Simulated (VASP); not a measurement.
# Ge5I3 (P6/mmm) in VASP: further runs

Runs on Ge5I3. Level: PBE. Tasks: single point, relaxation of cell and atoms.

All numbers are computed with VASP 6.6.1; they aren't measurements. Logs are shortened: lines on timing, memory, paths and dates and some standing lists are left out, and cuts for length are marked.

### Step 1. The cell of the first run

The structure is hexagonal, space group P6/mmm (No. 191). Conventional cell: a = 7.224 Å, b = 7.224 Å, c = 5.667 Å, α = 90.00°, β = 90.00°, γ = 120.00°. Within 2.9 Å of Ge (site symmetry -6m2) lie 3 I at 2.09 Å and 2 Ge at 2.83 Å. Ge (site symmetry -6m2) has 2 Ge at 2.83 Å and 6 I at 3.52 Å within 3.7 Å. Within 5.7 Å of Ge (site symmetry 6/mmm) lie 20 Ge at 4.17 to 5.67 Å and 12 I at 4.59 Å. I (site symmetry mmm) has 2 Ge at 2.09 Å within 2.8 Å.

The cell was built from a structure type or drawn by symmetry, and may not be a known phase.

### Step 2. Single point, PBE

The input, INCAR:

```
PREC = Accurate
ENCUT = 520
EDIFF = 1E-6
ISMEAR = 0
SIGMA = 0.1
LREAL = F
LASPH = T
NELM = 80
ALGO = Normal
ISIF = 2
LWAVE = F
LCHARG = T
GGA = PE
LELF = T
LVHAR = T
NBANDS = 56
```

The input, KPOINTS:

```
Automatic mesh
0
Gamma
  3 3 4
```

The input, POSCAR:

```
Ge5I3
1.0
    7.2244137300      0.0000000000      0.0000000000
   -3.6122068700      6.2565258200      0.0000000000
    0.0000000000      0.0000000000      5.6665356200
Ge I
5 3
Direct
    0.3333333300      0.6666666700      0.0000000000
    0.6666666700      0.3333333300      0.0000000000
    0.3333333300      0.6666666700      0.5000000000
    0.6666666700      0.3333333300      0.5000000000
    0.0000000000      0.0000000000      0.5000000000
    0.5000000000      0.0000000000      0.0000000000
    0.0000000000      0.5000000000      0.0000000000
    0.5000000000      0.5000000000      0.0000000000
```

Potentials or basis: VASP PAW PBE potentials, release 64 (Ge_d, I).

The run is started by

```console
> cat potpaw_PBE.64/Ge_d/POTCAR potpaw_PBE.64/I/POTCAR > POTCAR
> mpirun -np 1 vasp_std > vasp.out
```

OUTCAR:

```text
PREC = Accurate
   ENCUT = 520
   EDIFF = 1E-6
   ISMEAR = 0
   LREAL = F
   LASPH = T
   NELM = 80
   ISIF = 2
   GGA = PE

 ion  position               nearest neighbor table
   1  0.333  0.667  0.000-   7 2.09   6 2.09   8 2.09   3 2.83   3 2.83
   2  0.667  0.333  0.000-   7 2.09   6 2.09   8 2.09   4 2.83   4 2.83
   3  0.333  0.667  0.500-   1 2.83   1 2.83
   4  0.667  0.333  0.500-   2 2.83   2 2.83
   5  0.000  0.000  0.500-
   6  0.500  0.000  0.000-   1 2.09   2 2.09
   7  0.000  0.500  0.000-   1 2.09   2 2.09
   8  0.500  0.500  0.000-   1 2.09   2 2.09

  LATTYP: Found a hexagonal cell.
 ALAT       =     7.2244137300
 C/A-ratio  =     0.7843592341

  Lattice vectors:

 A1 = (   7.2244137300,   0.0000000000,   0.0000000000)
 A2 = (  -3.6122068700,   6.2565258200,   0.0000000000)
 A3 = (   0.0000000000,   0.0000000000,   5.6665356200)

Analysis of symmetry for initial positions (statically):
=====================================================================
 Subroutine PRICEL returns:
 Original cell was already a primitive cell.

 Routine SETGRP: Setting up the symmetry group for a
 hexagonal supercell.

 Subroutine GETGRP returns: Found 24 space group operations
 (whereof 24 operations were pure point group operations)
 out of a pool of 24 trial point group operations.

The static configuration has the point symmetry D_6h.

Analysis of symmetry for dynamics (positions and initial velocities):
=====================================================================
 Subroutine PRICEL returns:
 Original cell was already a primitive cell.

 Routine SETGRP: Setting up the symmetry group for a
 hexagonal supercell.

 Subroutine GETGRP returns: Found 24 space group operations
 (whereof 24 operations were pure point group operations)
 out of a pool of 24 trial point group operations.

The dynamic configuration has the point symmetry D_6h.

 Subroutine INISYM returns: Found 24 space group operations
 (whereof 24 operations are pure point group operations),
 and found     1 'primitive' translations

----------------------------------------------------------------------------------------

                                     Primitive cell

  volume of cell :     256.1259

  direct lattice vectors                    reciprocal lattice vectors
     7.224413730  0.000000000  0.000000000     0.138419537  0.079916557  0.000000000
    -3.612206870  6.256525820  0.000000000     0.000000000  0.159833113  0.000000000
[... 88 lines left out ...]
   ISYM   =      2    0-nonsym 1-usesym 2-fastsym
   POTIM  = 0.5000    time-step for ionic-motion
   TEBEG  =    0.0;   TEEND  =   0.0 temperature during run
   PSTRESS=    0.0 pullay stress
   NELECT =      91.0000    total number of electrons
   NUPDOWN=      -1.0000    fix difference up-down
   EMIN   =  10.00;   EMAX   =-10.00  energy-range for DOS
   EFERMI =   0.00;   METHOD = LEGACY
   ISMEAR =     0;   SIGMA  =   0.10  broadening in eV -4-tet -1-fermi 0-gaus
   EFERMI_NEDOS =   21; number of points for ismear=-14 and -15
   IALGO  =     38    algorithm
   IMIX   =      4    mixing-type and parameters
     AMIX     =   0.40;   BMIX     =  1.00
     AMIX_MAG =   1.60;   BMIX_MAG =  1.00
  volume/ion in A,a.u.               =      32.02       216.05
  Fermi-wavevector in a.u.,A,eV,Ry     =   1.159500  2.191138 18.292224  1.344441
  Thomas-Fermi vector in A             =   2.296092
   LORBIT       =      0    0 simple, 1 ext, 2 COOP (PROOUT), +10 PAW based schemes
   GGA     = PE    functional components
   LHFCALC =     F    Hartree Fock is set to
   AEXX    =    0.0000 exact exchange contribution
   IVDW    =     0    specifies the selected vdW correction
   LEPSILON=     F    determine dielectric tensor
   LRPA    =     F    only Hartree local field effects (RPA)
 non-spin polarized calculation
 Gauss-broadening in eV      SIGMA  =   0.10
  energy-cutoff  :      520.00
  volume of cell :      256.13
 maximum number of plane-waves:      6951
 NGX is ok and might be reduce to    54
   NGX = 27   NGY = 27   NGZ = 21

 number of electron      90.9999996 magnetization

 Free energy of the ion-electron system (eV)
  ---------------------------------------------------
  ext. energy  EPLUGINS =         0.00000000
  ---------------------------------------------------
  free energy    TOTEN  =        -1.97346237 eV

  energy without entropy =       -1.93788475  energy(sigma->0) =       -1.95567356

 E-fermi :   4.4263     XC(G=0):  -8.5898

 val. band max:        4.4006443294   @ k =   0.0000   0.0000   0.2500
 cond. band min:       4.4350453943   @ k =   0.3333   0.0000   0.2500
 fundamental gap:      0.0344010649
 Fermi energy:         4.4262992664

 k-point     1 :       0.0000    0.0000    0.0000
  band No.  band energies     occupation
      1     -22.5631      2.00000
      2     -22.5631      2.00000
      3     -22.5496      2.00000
      4     -22.5496      2.00000
      5     -22.1384      2.00000
      6     -22.1328      2.00000
[... 520 lines left out ...]
     55       8.1825      0.00000
     56       8.7389      0.00000

------------------------ aborting loop because EDIFF is reached ----------------------------------------

  FORCE on cell =-STRESS in cart. coord.  units (eV):
  Direction    XX          YY          ZZ          XY          YZ          ZX
  --------------------------------------------------------------------------------------
  -------------------------------------------------------------------------------------
  Total       78.2760797     78.2760798      1.2901270     -0.0000001      0.0000000      0.0000000
  in kB      489.6504700    489.6504703      8.0702983     -0.0000004      0.0000000      0.0000000
  external PRESSURE =     329.1237462 kB  Pullay stress =       0.0000000 kB

 VOLUME and BASIS-vectors are now :
 -----------------------------------------------------------------------------
  energy-cutoff  :      520.00
  volume of cell :      256.13
      direct lattice vectors                 reciprocal lattice vectors
     7.224413730  0.000000000  0.000000000     0.138419537  0.079916557  0.000000000
    -3.612206870  6.256525820  0.000000000     0.000000000  0.159833113  0.000000000
     0.000000000  0.000000000  5.666535620     0.000000000  0.000000000  0.176474669

 POSITION                                       TOTAL-FORCE (eV/Angst)
 -----------------------------------------------------------------------------------
     -0.00000      4.17102      0.00000        -0.000000      0.000000     -0.000000
      3.61221      2.08551      0.00000         0.000000     -0.000000     -0.000000
     -0.00000      4.17102      2.83327         0.000000      0.000000      0.000000
      3.61221      2.08551      2.83327        -0.000000     -0.000000     -0.000000
      0.00000      0.00000      2.83327        -0.000000     -0.000000     -0.000000
      3.61221      0.00000      0.00000        -0.000000     -0.000000     -0.000000
     -1.80610      3.12826      0.00000        -0.000000     -0.000000     -0.000000
      1.80610      3.12826      0.00000        -0.000000     -0.000000     -0.000000
 -----------------------------------------------------------------------------------
    total drift:                                0.000000      0.000000      0.000000

  FREE ENERGIE OF THE ION-ELECTRON SYSTEM (eV)
  ---------------------------------------------------
  free  energy   TOTEN  =        -1.9734623655 eV

  energy  without entropy=       -1.9378847547  energy(sigma->0) =       -1.95567356
```

Run time: 5.9 min. Hardware: 1 thread of Intel Xeon 8259CL, shared host; peak memory 0.39 GiB.

What came out:

```yaml
Free_energy: -1.9735 eV
Pressure: 32.9 GPa
Band_gap_on_the_k_mesh: zero (an odd number of electrons rules out a gap without spin polarisation)
```

Caveat: the cell stands under pressure; spin-orbit coupling is left out, which moves the levels of the heavy elements; an odd number of electrons without spin polarisation forces a metal; a magnetic or distorted state may lie lower.

### Step 3. Single point, PBE

This run uses another cell than the first one, of 56.52 Å³/atom.

The input, INCAR:

```
SYSTEM = Ge5I3
ALGO = Normal
EDIFF = 1E-7
ENCUT = 520
GGA = PE
ISIF = 2
ISMEAR = 0
LASPH = .TRUE.
LCHARG = .FALSE.
LREAL = .FALSE.
LWAVE = .FALSE.
NBANDS = 56
NELM = 100
PREC = Accurate
SIGMA = 0.1
```

The input, KPOINTS:

```
k-points
0
G
  3 3 4
  0 0 0
```

The input, POSCAR:

```
Ge5I3
1.0
   10.0374192202      0.0000000040      0.0000000000
   -5.0187096136      8.6926600311      0.0000000000
    0.0000000000      0.0000000000      5.1824196417
Ge I
5 3
Direct
    0.3333333333      0.6666666667      0.0000000000
    0.6666666667      0.3333333333      0.0000000000
    0.3333333333      0.6666666667      0.5000000000
    0.6666666667      0.3333333333      0.5000000000
    0.0000000000      0.0000000000      0.5000000000
    0.5000000000      0.0000000000      0.0000000000
    0.0000000000      0.5000000000      0.0000000000
    0.5000000000      0.5000000000      0.0000000000
```

Potentials or basis: VASP PAW PBE potentials, release 64 (Ge_d, I).

The run is started by

```console
> cat potpaw_PBE.64/Ge_d/POTCAR potpaw_PBE.64/I/POTCAR > POTCAR
> mpirun -np 1 vasp_std > vasp.out
```

Run time: 13 min. Hardware: 1 thread of Intel Xeon 8259CL, shared host; peak memory 0.65 GiB.

Results (log left out):

| Quantity | Value |
| --- | --- |
| Free energy | -20.0061 eV |
| Pressure | 0.0 GPa |
| Band gap on the k mesh | zero (an odd number of electrons rules out a gap without spin polarisation) |

Stress tensor (GPa, compression positive):
```
-0.06  0.00  0.00
 0.00 -0.06  0.00
 0.00  0.00  0.18
```

Levels at points of the mesh, in eV from the Fermi level:
```csv
k point,band 41,band 42,band 43,band 44,band 45,band 46,band 47,band 48,band 49,band 50
"(0.00, 0.00, 0.00)",-2.30,-2.19,-1.22,-0.99,-0.99,-0.48,0.03,0.03,0.53,0.78
"(0.00, 0.00, 0.50)",-2.14,-0.98,-0.32,-0.23,-0.23,0.23,0.23,0.36,0.36,0.89
```

Caveat: spin-orbit coupling is left out, which moves the levels of the heavy elements; an odd number of electrons without spin polarisation forces a metal; a magnetic or distorted state may lie lower.

### Step 4. Relaxation of cell and atoms, PBE

The input, INCAR:

```
PREC     = Accurate       # precision mode
ENCUT    = 600            # plane-wave cutoff, eV
EDIFF    = 1E-6           # SCF threshold, eV
ISMEAR   = 0              # smearing method
SIGMA    = 0.1            # smearing width, eV
LREAL    = False          # projectors in reciprocal space
LASPH    = True           # aspherical terms in the spheres
NELM     = 100            # most SCF steps
ALGO     = Normal         # electronic algorithm
ISIF     = 3              # what is computed and relaxed
LWAVE    = False          # write WAVECAR
LCHARG   = False          # write CHGCAR
GGA      = PE             # functional
IBRION   = 2              # ionic algorithm
NSW      = 90             # ionic steps
EDIFFG   = -0.04          # ionic threshold
```

The input, KPOINTS:

```
Automatic mesh
0
Gamma
  3 3 4
```

The input, POSCAR:

```
Ge5I3
1.0
    7.2244137300      0.0000000000      0.0000000000
   -3.6122068700      6.2565258200      0.0000000000
    0.0000000000      0.0000000000      5.6665356200
Ge I
5 3
Direct
    0.3333333300      0.6666666700      0.0000000000
    0.6666666700      0.3333333300      0.0000000000
    0.3333333300      0.6666666700      0.5000000000
    0.6666666700      0.3333333300      0.5000000000
    0.0000000000      0.0000000000      0.5000000000
    0.5000000000      0.0000000000      0.0000000000
    0.0000000000      0.5000000000      0.0000000000
    0.5000000000      0.5000000000      0.0000000000
```

Potentials or basis: VASP PAW PBE potentials, release 64 (Ge_d, I).

The run is started by

```console
> cat potpaw_PBE.64/Ge_d/POTCAR potpaw_PBE.64/I/POTCAR > POTCAR
> mpirun -np 1 vasp_std > vasp.out
```

OUTCAR:

```text
PREC = Accurate
   ENCUT = 600
   EDIFF = 1E-6
   ISMEAR = 0
   LREAL = False
   LASPH = True
   NELM = 100
   ISIF = 3
   GGA = PE
   IBRION = 2
   NSW = 90
   EDIFFG = -0.04

 ion  position               nearest neighbor table
   1  0.333  0.667  0.000-   7 2.09   6 2.09   8 2.09   3 2.83   3 2.83
   2  0.667  0.333  0.000-   7 2.09   6 2.09   8 2.09   4 2.83   4 2.83
   3  0.333  0.667  0.500-   1 2.83   1 2.83
   4  0.667  0.333  0.500-   2 2.83   2 2.83
   5  0.000  0.000  0.500-
   6  0.500  0.000  0.000-   1 2.09   2 2.09
   7  0.000  0.500  0.000-   1 2.09   2 2.09
   8  0.500  0.500  0.000-   1 2.09   2 2.09

  LATTYP: Found a hexagonal cell.
 ALAT       =     7.2244137300
 C/A-ratio  =     0.7843592341

  Lattice vectors:

 A1 = (   7.2244137300,   0.0000000000,   0.0000000000)
 A2 = (  -3.6122068700,   6.2565258200,   0.0000000000)
 A3 = (   0.0000000000,   0.0000000000,   5.6665356200)

Analysis of symmetry for initial positions (statically):
=====================================================================
 Subroutine PRICEL returns:
 Original cell was already a primitive cell.

[... 168 lines left out ...]

------------------------ aborting loop because EDIFF is reached ----------------------------------------

  FORCE on cell =-STRESS in cart. coord.  units (eV):
  Direction    XX          YY          ZZ          XY          YZ          ZX
  --------------------------------------------------------------------------------------
  -------------------------------------------------------------------------------------
  Total       78.2930946     78.2930946      1.3054511     -0.0000001      0.0000000      0.0000000
  in kB      489.7569051    489.7569055      8.1661570     -0.0000004      0.0000000      0.0000000
  external PRESSURE =     329.2266559 kB  Pullay stress =       0.0000000 kB
[... 29 lines left out ...]
--------------------------------------- Ionic step        2  -------------------------------------------

 number of electron      90.9999847 magnetization

 E-fermi :  -0.6360     XC(G=0):  -5.5299

 val. band max:       -0.6640478874   @ k =   0.3333   0.3333   0.0000
 cond. band min:      -0.6210723840   @ k =   0.0000   0.0000   0.2500
 fundamental gap:      0.0429755034
 Fermi energy:        -0.6360444841

 k-point     1 :       0.0000    0.0000    0.0000
  band No.  band energies     occupation
      1     -26.3501      2.00000
      2     -26.3501      2.00000
      3     -26.3286      2.00000
      4     -26.3285      2.00000
      5     -26.3202      2.00000
      6     -26.1603      2.00000
[... 795 lines left out ...]
--------------------------------------- Ionic step        9  -------------------------------------------

 number of electron      90.9999768 magnetization

 Free energy of the ion-electron system (eV)
  ---------------------------------------------------
  ext. energy  EPLUGINS =         0.00000000
  ---------------------------------------------------
  free energy    TOTEN  =       -19.92637782 eV

  energy without entropy =      -19.81634229  energy(sigma->0) =      -19.87136006

 E-fermi :   0.3506     XC(G=0):  -6.2093

 val. band max:        0.3339545435   @ k =   0.3333   0.3333   0.2500
 cond. band min:       0.3515043111   @ k =   0.0000   0.0000   0.2500
 fundamental gap:      0.0175497675
 Fermi energy:         0.3505899006

 k-point     1 :       0.0000    0.0000    0.0000
  band No.  band energies     occupation
      1     -25.3095      2.00000
      2     -25.3095      2.00000
      3     -25.2884      2.00000
      4     -25.2884      2.00000
      5     -25.2813      2.00000
      6     -24.8418      2.00000
[... 537 lines left out ...]
  FREE ENERGIE OF THE ION-ELECTRON SYSTEM (eV)
  ---------------------------------------------------
  free  energy   TOTEN  =       -19.9263778243 eV

  energy  without entropy=      -19.8163422895  energy(sigma->0) =      -19.87136006

 reached required accuracy - stopping structural energy minimisation
```

CONTCAR:

```text
Ge5I3
   1.00000000000000
    10.0233637978278836   -0.0000000022376360   -0.0000000000000000
    -5.0116819077889376    8.6804876865382852    0.0000000000000000
    -0.0000000000000000    0.0000000000000000    5.2097585870848588
  Ge              I
     5     3
Direct
     0.3333333300000021    0.6666666699999979    0.0000000000000000
     0.6666666699999979    0.3333333300000021    1.0000000000000000
     0.3333333300000021    0.6666666699999979    0.5000000000000000
     0.6666666699999979    0.3333333300000021    0.5000000000000000
     0.0000000000000000    0.0000000000000000    0.5000000000000000
     0.5000000000000000    0.0000000000000000    0.0000000000000000
     0.0000000000000000    0.5000000000000000    0.0000000000000000
     0.5000000000000000    0.5000000000000000    0.0000000000000000

  0.00000000E+00  0.00000000E+00  0.00000000E+00
  0.00000000E+00  0.00000000E+00  0.00000000E+00
  0.00000000E+00  0.00000000E+00  0.00000000E+00
  0.00000000E+00  0.00000000E+00  0.00000000E+00
  0.00000000E+00  0.00000000E+00  0.00000000E+00
  0.00000000E+00  0.00000000E+00  0.00000000E+00
  0.00000000E+00  0.00000000E+00  0.00000000E+00
  0.00000000E+00  0.00000000E+00  0.00000000E+00
```

It took 48 min on 1 thread of Intel Xeon 8259CL, shared host; peak memory 0.52 GiB.

Results:

| Property | Result |
| --- | --- |
| Free energy | -19.9264 eV |
| Relaxed volume | 56.66 Å³/atom |
| Relaxed cell | a = 10.023 Å, b = 10.023 Å, c = 5.210 Å, α = 90.00°, β = 90.00°, γ = 120.00° |
| Space group after relaxing (to 0.1 Å) | P6/mmm (No. 191) |
| Energy gained by relaxing | 2244.0 meV/atom |
| Ionic steps | 9 |
| Pressure after relaxing | -0.1 GPa |
| Band gap on the k mesh | zero (an odd number of electrons rules out a gap without spin polarisation) |

The path:
| step | energy change (eV) | largest force (eV/Å) | pressure (GPa) | volume (Å³) |
| --- | --- | --- | --- | --- |
| 1 | 0.0000 | 0.0000 | 32.92 | 256.13 |
| 2 | -17.1176 | 0.0000 | -2.02 | 559.44 |
| 3 | -17.1369 | 0.0000 | 0.29 | 433.01 |
| 4 | -17.4568 | 0.0000 | -1.01 | 492.74 |
| 5 | -17.8710 | 0.0000 | -0.52 | 469.06 |
| 6 | -17.9490 | 0.0000 | -0.16 | 457.20 |
| 7 | -17.9510 | 0.0000 | -0.10 | 454.91 |
| 8 | -17.9509 | 0.0000 | -0.12 | 455.68 |
| 9 | -17.9523 | 0.0000 | -0.08 | 453.29 |

Final structure:
```
Ge I
1.0
    10.02336    0.00000    0.00000
    -5.01168    8.68049    0.00000
     0.00000    0.00000    5.20976
Ge I
5 3
Direct
  0.33333 0.66667 0.00000
  0.66667 0.33333 0.00000
  0.33333 0.66667 0.50000
  0.66667 0.33333 0.50000
  0.00000 0.00000 0.50000
  0.50000 0.00000 0.00000
  0.00000 0.50000 0.00000
  0.50000 0.50000 0.00000
```

Caveat: the volume moved by over 15 % at a fixed basis, so the end points are rough; spin-orbit coupling is left out, which moves the levels of the heavy elements; an odd number of electrons without spin polarisation forces a metal; a magnetic or distorted state may lie lower.

### Step 5. Overview

| task | cell | cutoff (eV) | gap on the mesh (eV) | pressure (GPa) |
| --- | --- | --- | --- | --- |
| single point | a = 7.224, b = 7.224, c = 5.667 Å, angles 90.0, 90.0, 120.0°, 8 atoms | 520 | none | 32.9 |
| single point | a = 10.037, b = 10.037, c = 5.182 Å, angles 90.0, 90.0, 120.0°, 8 atoms | 520 | none | 0.0 |
| relaxation of cell and atoms | relaxed from a = 7.224, b = 7.224, c = 5.667 Å, angles 90.0, 90.0, 120.0°, 8 atoms | 600 | none | -0.1 |

Alike in all rows: level PBE; potentials or basis VASP PAW PBE potentials, release 64 (Ge_d, I); no spin polarisation; k mesh 3 × 3 × 4; smearing gaussian 0.1 eV.

Caveats: spin-orbit coupling is left out, which moves the levels of the heavy elements; an odd number of electrons without spin polarisation forces a metal; a magnetic or distorted state may lie lower; the cell stands under pressure (at least some runs); the volume moved by over 15 % at a fixed basis, so the end points are rough (at least some runs).

Total energies depend on the potentials used, so only differences within one code and one set of settings carry meaning.
